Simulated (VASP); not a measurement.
# RbBr in VASP: notebook

Aim: see how the results for RbBr move with the level of theory and the settings. Levels: r2SCAN, HSE06. Tasks: single point.

Everything below comes from runs of VASP 6.6.1. Logs are shortened: lines on timing, memory, paths and dates and some standing lists are left out, and cuts for length are marked.

### 1 The cell of the first run

It takes space group R-3m (No. 166, trigonal). Conventional cell: a = 4.894 Å, b = 4.894 Å, c = 11.904 Å, α = 90.00°, β = 90.00°, γ = 120.00°. Within 4.5 Å of Rb (site symmetry -3m) lie 6 Br at 3.45 Å. Br (site symmetry -3m) has 6 Rb at 3.45 Å within 4.5 Å.

### 2 Single point, r2SCAN (strain along [111] -0.7%)

File POSCAR:

```
RbBr
1.0
   -0.0163812424      3.4444446090      3.4444446090
    3.4444446090     -0.0163812424      3.4444446090
    3.4444446090      3.4444446090     -0.0163812424
Rb Br
1 1
Direct
    0.0000000000      0.0000000000      0.0000000000
    0.5000000000      0.5000000000      0.5000000000
```

File INCAR.step1:

```
  PREC = Accurate
  ENCUT = 520
  ISMEAR = 0
  SIGMA = 0.01
  LREAL = F
  LASPH = T
  NELM = 80
  NBANDS = 15
  GGA = PE
  ALGO = Normal
  EDIFF = 1E-4
  LWAVE = T
  LCHARG = F
```

File INCAR.step2:

```
  PREC = Accurate
  ENCUT = 520
  EDIFF = 1E-7
  ISMEAR = 0
  SIGMA = 0.01
  LREAL = F
  LASPH = T
  NELM = 80
  ALGO = Normal
  ISIF = 2
  LWAVE = F
  LCHARG = F
  METAGGA = R2SCAN
  LMIXTAU = T
  NBANDS = 15
  ISTART = 1
```

File KPOINTS:

```
Automatic mesh
0
Gamma
  6 6 6
```

Potentials or basis: VASP PAW PBE potentials, release 64 (Rb_sv, Br).

Command:

```bash
$ cat potpaw_PBE.64/Rb_sv/POTCAR potpaw_PBE.64/Br/POTCAR > POTCAR
$ cp INCAR.step1 INCAR
$ mpirun -np 1 vasp_std > vasp.out
$ cp INCAR.step2 INCAR
$ mpirun -np 1 vasp_std > vasp.out
```

OUTCAR:

```text
PREC = Accurate
   ENCUT = 520
   EDIFF = 1E-7
   ISMEAR = 0
   LREAL = F
   LASPH = T
   NELM = 80
   ISIF = 2
   METAGGA = R2SCAN
   ISTART = 1

 ion  position               nearest neighbor table
   1  0.000  0.000  0.000-   2 3.45   2 3.45   2 3.45   2 3.45   2 3.45   2 3.45
   2  0.500  0.500  0.500-   1 3.45   1 3.45   1 3.45   1 3.45   1 3.45   1 3.45

  LATTYP: Found a trigonal (rhomboedric) cell.
 ALAT       =     4.8712078250
 COS(alpha) =     0.4952385550

  Lattice vectors:

 A1 = (  -0.0163812424,   3.4444446090,   3.4444446090)
 A2 = (   3.4444446090,  -0.0163812424,   3.4444446090)
 A3 = (   3.4444446090,   3.4444446090,  -0.0163812424)

Analysis of symmetry for initial positions (statically):
=====================================================================
 Subroutine PRICEL returns:
 Original cell was already a primitive cell.

 Routine SETGRP: Setting up the symmetry group for a
 trigonal (rhombohedral) supercell.

 Subroutine GETGRP returns: Found 12 space group operations
 (whereof 12 operations were pure point group operations)
 out of a pool of 12 trial point group operations.

The static configuration has the point symmetry D_3d.

Analysis of symmetry for dynamics (positions and initial velocities):
=====================================================================
 Subroutine PRICEL returns:
 Original cell was already a primitive cell.

 Routine SETGRP: Setting up the symmetry group for a
 trigonal (rhombohedral) supercell.

 Subroutine GETGRP returns: Found 12 space group operations
 (whereof 12 operations were pure point group operations)
 out of a pool of 12 trial point group operations.

The dynamic configuration has the point symmetry D_3d.

 Subroutine INISYM returns: Found 12 space group operations
 (whereof 12 operations are pure point group operations),
 and found     1 'primitive' translations

----------------------------------------------------------------------------------------

                                     Primitive cell

  volume of cell :      82.3142

  direct lattice vectors                    reciprocal lattice vectors
    -0.016381242  3.444444609  3.444444609    -0.144129819  0.144818554  0.144818554
     3.444444609 -0.016381242  3.444444609     0.144818554 -0.144129819  0.144818554
     3.444444609  3.444444609 -0.016381242     0.144818554  0.144818554 -0.144129819

  length of vectors
     4.871207825  4.871207825  4.871207825     0.250436084  0.250436084  0.250436084

  position of ions in fractional coordinates (direct lattice)
     0.000000000  0.000000000  0.000000000
     0.500000000  0.500000000  0.500000000

  ion indices of the primitive-cell ions
   primitive index   ion index
                 1           1
                 2           2

----------------------------------------------------------------------------------------

 KPOINTS: Automatic mesh

Automatic generation of k-mesh.
 Grid dimensions read from file:
 generate k-points for:    6    6    6

 Generating k-lattice:

  Cartesian coordinates                     Fractional coordinates (reciprocal lattice)
    -0.024021637  0.024136426  0.024136426     0.166666667  0.000000000  0.000000000
     0.024136426 -0.024021637  0.024136426     0.000000000  0.166666667  0.000000000
     0.024136426  0.024136426 -0.024021637     0.000000000  0.000000000  0.166666667

  Length of vectors
     0.041739347  0.041739347  0.041739347

  Shift w.r.t. Gamma in fractional coordinates (k-lattice)
     0.000000000  0.000000000  0.000000000

 Subroutine IBZKPT returns following result:
 ===========================================

 Found     32 irreducible k-points:

 Following reciprocal coordinates:
            Coordinates               Weight
  0.000000  0.000000  0.000000      1.000000
  0.166667  0.000000 -0.000000      6.000000
  0.333333 -0.000000 -0.000000      6.000000
  0.500000 -0.000000 -0.000000      3.000000
  0.166667  0.166667  0.000000      6.000000
  0.333333  0.166667 -0.000000     12.000000
[... 16 lines left out ...]
[... 45 lines left out ...]
  band No.  band energies     occupation
      1     -27.4439      2.00000
      2     -14.8320      2.00000
      3     -10.9717      2.00000
      4     -10.9714      2.00000
      5     -10.9714      2.00000
      6      -2.2447      2.00000
      7      -2.2447      2.00000
      8      -2.2335      2.00000
      9       2.6699      0.00000
     10       5.6157      0.00000
     11       5.6157      0.00000
     12       5.6742      0.00000
     13       6.6888      0.00000
     14       6.6888      0.00000
     15       9.0427      0.00000

 k-point     2 :       0.1667    0.0000   -0.0000
  band No.  band energies     occupation
      1     -27.4418      2.00000
      2     -14.8415      2.00000
      3     -10.9734      2.00000
      4     -10.9727      2.00000
      5     -10.9592      2.00000
      6      -2.5227      2.00000
      7      -2.3315      2.00000
      8      -2.3210      2.00000
      9       3.2862      0.00000
     10       5.4373      0.00000
     11       5.9486      0.00000
     12       6.0015      0.00000
     13       7.0890      0.00000
     14       7.0925      0.00000
     15      10.0946      0.00000

 k-point     3 :       0.3333   -0.0000   -0.0000
  band No.  band energies     occupation
      1     -27.4375      2.00000
      2     -14.8603      2.00000
      3     -10.9768      2.00000
      4     -10.9752      2.00000
      5     -10.9349      2.00000
      6      -2.9793      2.00000
      7      -2.4952      2.00000
      8      -2.4836      2.00000
      9       4.4857      0.00000
     10       5.5450      0.00000
     11       6.8773      0.00000
     12       6.9331      0.00000
     13       8.0843      0.00000
     14       8.1002      0.00000
     15      10.0650      0.00000
[... 343 lines left out ...]
 k-point    23 :       0.5000    0.5000    0.1667
  band No.  band energies     occupation
      1     -27.4335      2.00000
      2     -14.8019      2.00000
      3     -11.0936      2.00000
      4     -11.0227      2.00000
      5     -11.0141      2.00000
      6      -2.7628      2.00000
      7      -2.5247      2.00000
      8      -2.4489      2.00000
      9       4.2614      0.00000
     10       5.6739      0.00000
     11       7.1849      0.00000
     12       7.9917      0.00000
     13       7.9962      0.00000
     14       8.8483      0.00000
     15       9.3878      0.00000

 k-point    24 :      -0.3333    0.5000    0.1667
  band No.  band energies     occupation
      1     -27.4328      2.00000
      2     -14.7988      2.00000
      3     -11.1121      2.00000
      4     -11.0618      2.00000
      5     -10.9741      2.00000
      6      -2.6572      2.00000
      7      -2.6278      2.00000
      8      -2.5021      2.00000
      9       4.5417      0.00000
     10       6.2017      0.00000
     11       6.3683      0.00000
     12       7.4760      0.00000
     13       8.5402      0.00000
     14       9.3142      0.00000
     15       9.7346      0.00000

 [... further k-points ...]

------------------------ aborting loop because EDIFF is reached ----------------------------------------

  FORCE on cell =-STRESS in cart. coord.  units (eV):
  Direction    XX          YY          ZZ          XY          YZ          ZX
  --------------------------------------------------------------------------------------
  -------------------------------------------------------------------------------------
  Total        0.0744698      0.0744698      0.0744698      0.0093272      0.0093272      0.0093272
  in kB        1.4494918      1.4494918      1.4494918      0.1815454      0.1815454      0.1815454
  external PRESSURE =       1.4494918 kB  Pullay stress =       0.0000000 kB

 VOLUME and BASIS-vectors are now :
 -----------------------------------------------------------------------------
  energy-cutoff  :      520.00
  volume of cell :       82.31
      direct lattice vectors                 reciprocal lattice vectors
    -0.016381242  3.444444609  3.444444609    -0.144129819  0.144818554  0.144818554
     3.444444609 -0.016381242  3.444444609     0.144818554 -0.144129819  0.144818554
     3.444444609  3.444444609 -0.016381242     0.144818554  0.144818554 -0.144129819

 POSITION                                       TOTAL-FORCE (eV/Angst)
 -----------------------------------------------------------------------------------
      0.00000      0.00000      0.00000        -0.000000      0.000000     -0.000000
      3.43625      3.43625      3.43625         0.000000     -0.000000      0.000000
 -----------------------------------------------------------------------------------
    total drift:                                0.000000      0.000000      0.000000

  FREE ENERGIE OF THE ION-ELECTRON SYSTEM (eV)
  ---------------------------------------------------
  free  energy   TOTEN  =       -31.1552375571 eV

  energy  without entropy=      -31.1552375571  energy(sigma->0) =      -31.15523756
```

It took 1.8 min on 1 thread of Oxide Virtual Turin-like, shared host; peak memory 0.2 GiB.

What came out:

| Item | Value |
| --- | --- |
| Free energy | -31.1552 eV |
| Pressure | 0.1 GPa |
| Band gap on the k mesh | 4.90 eV |

Caveat: the cell differs from its parent crystal (strain along [111] -0.7%); the PAW data sets were made with another functional, which shifts forces and pressure a little.

### 3 Single point, r2SCAN (shear xy strain +2.3%)

File POSCAR:

```
RbBr
1.0
    0.0391073321      3.4608258513      3.4608258513
    3.4608258513      0.0391073321      3.4608258513
    3.4999331835      3.4999331835      0.0000000001
Rb Br
1 1
Direct
    0.0000000000      0.0000000000      0.0000000000
    0.5000000000      0.5000000000      0.5000000000
```

File INCAR.step1:

```
SYSTEM = RbBr
PREC     = Accurate       ! precision mode
ENCUT    = 520            ! plane-wave cutoff, eV
ISMEAR   = 0              ! smearing method
SIGMA    = 0.01           ! smearing width, eV
LREAL    = .FALSE.        ! projectors in reciprocal space
LASPH    = .TRUE.         ! aspherical terms in the spheres
NELM     = 60             ! most SCF steps
NBANDS   = 15             ! bands
GGA      = PE             ! functional
ALGO     = Normal         ! electronic algorithm
EDIFF    = 1E-4           ! SCF threshold, eV
LWAVE    = .TRUE.         ! write WAVECAR
LCHARG   = .FALSE.        ! write CHGCAR
```

File INCAR.step2:

```
SYSTEM = RbBr
PREC     = Accurate       ! precision mode
ENCUT    = 520            ! plane-wave cutoff, eV
EDIFF    = 1E-6           ! SCF threshold, eV
ISMEAR   = 0              ! smearing method
SIGMA    = 0.01           ! smearing width, eV
LREAL    = .FALSE.        ! projectors in reciprocal space
LASPH    = .TRUE.         ! aspherical terms in the spheres
NELM     = 60             ! most SCF steps
ALGO     = Normal         ! electronic algorithm
ISIF     = 2              ! what is computed and relaxed
LWAVE    = .FALSE.        ! write WAVECAR
LCHARG   = .FALSE.        ! write CHGCAR
METAGGA  = R2SCAN         ! meta-GGA
LMIXTAU  = .TRUE.       
NBANDS   = 15             ! bands
ISTART   = 1
```

File KPOINTS:

```
regular mesh
0
G
  6 6 6
  0 0 0
```

Potentials or basis: VASP PAW PBE potentials, release 64 (Rb_sv, Br).

Command:

```bash
$ cat potpaw_PBE.64/Rb_sv/POTCAR potpaw_PBE.64/Br/POTCAR > POTCAR
$ cp INCAR.step1 INCAR
$ mpirun -np 1 vasp_std > vasp.out
$ cp INCAR.step2 INCAR
$ mpirun -np 1 vasp_std > vasp.out
```

It took 2.5 min on 1 thread of Oxide Virtual Turin-like, shared host; peak memory 0.23 GiB.

It converged, with:

* Free energy: -31.1551 eV
* Pressure: 0.0 GPa
* Band gap on the k mesh: 4.87 eV

Stress tensor (GPa, compression positive):
```
 0.04 -0.09  0.00
-0.09  0.04  0.00
 0.00  0.00  0.04
```

Levels at points of the mesh, in eV from the valence-band top:
| k point | band 4 | band 5 | band 6 | band 7 | band 8 | band 9 | band 10 | band 11 | band 12 | band 13 |
| --- | --- | --- | --- | --- | --- | --- | --- | --- | --- | --- |
| (0.00, 0.00, 0.00) | -8.77 | -8.76 | -0.04 | -0.02 | 0.00 | 4.87 | 7.76 | 7.86 | 7.95 | 8.90 |
| (0.50, 0.00, 0.00) | -8.77 | -8.73 | -0.94 | -0.37 | -0.34 | 7.20 | 8.19 | 10.08 | 10.21 | 10.66 |
| (0.50, 0.50, 0.00) | -8.83 | -8.83 | -0.49 | -0.20 | -0.15 | 6.07 | 7.82 | 9.55 | 9.98 | 10.21 |
| (0.00, 0.00, 0.50) | -8.77 | -8.71 | -0.94 | -0.34 | -0.31 | 7.20 | 8.12 | 10.02 | 10.16 | 10.71 |
| (0.50, 0.00, 0.50) | -8.83 | -8.83 | -0.49 | -0.18 | -0.18 | 6.07 | 7.81 | 9.55 | 9.97 | 10.20 |

Caveat: the cell differs from its parent crystal (shear xy strain +2.3%); the PAW data sets were made with another functional, which shifts forces and pressure a little.

### 4 Single point, HSE06 (epitaxial 111 strain -1.6%)

File POSCAR:

```
RbBr
1.0
    0.0805925043      3.4874294724      3.4874294724
    3.4874294724      0.0805925043      3.4874294724
    3.4874294724      3.4874294724      0.0805925043
Rb Br
1 1
Direct
    0.0000000000      0.0000000000      0.0000000000
    0.5000000000      0.5000000000      0.5000000000
```

File INCAR.step1:

```
SYSTEM = RbBr
PREC     = Accurate       ! precision mode
ENCUT    = 520            ! plane-wave cutoff, eV
EDIFF    = 1E-5           ! SCF threshold, eV
ISMEAR   = 0              ! smearing method
SIGMA    = 0.01           ! smearing width, eV
LREAL    = .False.        ! projectors in reciprocal space
LASPH    = .True.         ! aspherical terms in the spheres
NELM     = 100            ! most SCF steps
ALGO     = Normal         ! electronic algorithm
ISIF     = 2              ! what is computed and relaxed
LWAVE    = .True.         ! write WAVECAR
NBANDS   = 15             ! bands
GGA      = PE             ! functional
```

File INCAR.step2:

```
SYSTEM = RbBr
PREC     = Accurate       ! precision mode
ENCUT    = 520            ! plane-wave cutoff, eV
EDIFF    = 1E-6           ! SCF threshold, eV
ISMEAR   = 0              ! smearing method
SIGMA    = 0.01           ! smearing width, eV
LREAL    = .False.        ! projectors in reciprocal space
LASPH    = .True.         ! aspherical terms in the spheres
NELM     = 100            ! most SCF steps
ALGO     = Normal         ! electronic algorithm
ISIF     = 2              ! what is computed and relaxed
LWAVE    = .False.        ! write WAVECAR
LCHARG   = .True.         ! write CHGCAR
GGA      = PE             ! functional
LHFCALC  = .True.         ! exact exchange
HFSCREEN = 0.2079         ! screening, 1/A
PRECFOCK = Normal       
LELF     = .True.         ! ELF
LVHAR    = .True.       
NBANDS   = 15             ! bands
ISTART   = 1
```

File KPOINTS:

```
regular mesh
0
Gamma
  4 4 4
  0 0 0
```

Command:

```bash
$ cat potpaw_PBE.64/Rb_sv/POTCAR potpaw_PBE.64/Br/POTCAR > POTCAR
$ cp INCAR.step1 INCAR
$ mpirun -np 1 vasp_std > vasp.out
$ cp INCAR.step2 INCAR
$ mpirun -np 1 vasp_std > vasp.out
```

It took 10 min on 1 thread of Oxide Virtual Turin-like, shared host; peak memory 0.31 GiB.

Results (log left out):

| Item | Value |
| --- | --- |
| Free energy | -7.0680 eV |
| Pressure | 0.5 GPa |
| Band gap on the k mesh | 5.45 eV |

Stress tensor (GPa, compression positive):
```
 0.49 -0.10 -0.10
-0.10  0.49 -0.10
-0.10 -0.10  0.49
```

Levels at points of the mesh, in eV from the valence-band top:
```
           k point  band 5  band 6  band 7  band 8  band 9  band 10  band 11  band 12
(0.00, 0.00, 0.00)   -9.07   -0.06    0.00    0.00    5.45     8.33     8.61     8.61
(0.50, 0.00, 0.00)   -9.02   -1.01   -0.42   -0.36    7.89     8.91    10.73    11.00
(0.50, 0.50, 0.00)   -9.13   -0.52   -0.21   -0.17    6.75     8.33    10.32    10.57
(0.50, 0.50, 0.50)   -8.99   -1.02   -0.32   -0.32    7.88     8.77    10.75    10.75
```

Caveat: the cell differs from its parent crystal (epitaxial 111 strain -1.6%); the PAW data sets were made with another functional, which shifts forces and pressure a little.

### 5 Single point, HSE06 (strain along [111] -0.7%)

File POSCAR:

```
RbBr
1.0
   -0.0163812424      3.4444446090      3.4444446090
    3.4444446090     -0.0163812424      3.4444446090
    3.4444446090      3.4444446090     -0.0163812424
Rb Br
1 1
Direct
    0.0000000000      0.0000000000      0.0000000000
    0.5000000000      0.5000000000      0.5000000000
```

File INCAR.step1:

```
PREC = Accurate
ENCUT = 520
EDIFF = 1E-5
ISMEAR = 0
SIGMA = 0.01
LREAL = False
LASPH = True
NELM = 80
ALGO = Normal
ISIF = 2
LWAVE = True
LCHARG = False
NBANDS = 15
GGA = PE
```

File INCAR.step2:

```
PREC = Accurate
ENCUT = 520
EDIFF = 1E-6
ISMEAR = 0
SIGMA = 0.01
LREAL = False
LASPH = True
NELM = 80
ALGO = Normal
ISIF = 2
LWAVE = False
LCHARG = False
GGA = PE
LHFCALC = True
HFSCREEN = 0.2079
PRECFOCK = Normal
NBANDS = 15
ISTART = 1
```

File KPOINTS:

```
regular mesh
0
Gamma
  4 4 4
```

Command:

```bash
$ cat potpaw_PBE.64/Rb_sv/POTCAR potpaw_PBE.64/Br/POTCAR > POTCAR
$ cp INCAR.step1 INCAR
$ mpirun -np 1 vasp_std > vasp.out
$ cp INCAR.step2 INCAR
$ mpirun -np 1 vasp_std > vasp.out
```

It took 11 min on 1 thread of Oxide Virtual Turin-like, shared host; peak memory 0.29 GiB.

Results (log left out):

* Free energy: -7.0710 eV
* Pressure: 0.4 GPa
* Band gap on the k mesh: 5.45 eV

Levels at points of the mesh, in eV from the valence-band top:
```
           k point  band 4  band 5  band 6  band 7  band 8  band 9  band 10  band 11  band 12  band 13
(0.00, 0.00, 0.00)   -9.06   -9.06   -0.01   -0.01    0.00    5.45     8.51     8.51     8.56     9.49
(0.50, 0.00, 0.00)   -9.06   -9.00   -0.99   -0.36   -0.35    7.89     8.88    10.80    10.85    11.35
(0.50, 0.50, 0.00)   -9.13   -9.13   -0.50   -0.18   -0.17    6.77     8.33    10.30    10.59    10.80
(0.50, 0.50, 0.50)   -9.06   -9.01   -0.99   -0.37   -0.37    7.89     8.91    10.85    10.85    11.35
```

Caveat: the cell differs from its parent crystal (strain along [111] -0.7%); the PAW data sets were made with another functional, which shifts forces and pressure a little.

### 6 The runs side by side

```tsv
level	cell	k mesh	grid for exact exchange (PRECFOCK)	share of exact exchange	screening parameter	gap on the mesh (eV)	pressure (GPa)
r2SCAN	a = 4.871 Å, angles 60.3°, 2 atoms	6 × 6 × 6	-	-	-	4.90	0.1
r2SCAN	a = 4.895, b = 4.895, c = 4.950 Å, angles 59.6, 59.6, 59.3°, 2 atoms	6 × 6 × 6	-	-	-	4.87	0.0
HSE06	a = 4.933 Å, angles 58.5°, 2 atoms	4 × 4 × 4	Normal	0.25	0.2079 1/Å	5.45	0.5
HSE06	a = 4.871 Å, angles 60.3°, 2 atoms	4 × 4 × 4	Normal	0.25	0.2079 1/Å	5.45	0.4
```

Alike in all rows: task single point; potentials or basis VASP PAW PBE potentials, release 64 (Rb_sv, Br); no spin polarisation; cutoff (eV) 520; smearing gaussian 0.01 eV.

Caveats: the PAW data sets were made with another functional, which shifts forces and pressure a little.

Absolute energies hang on the potentials; compare differences alone.
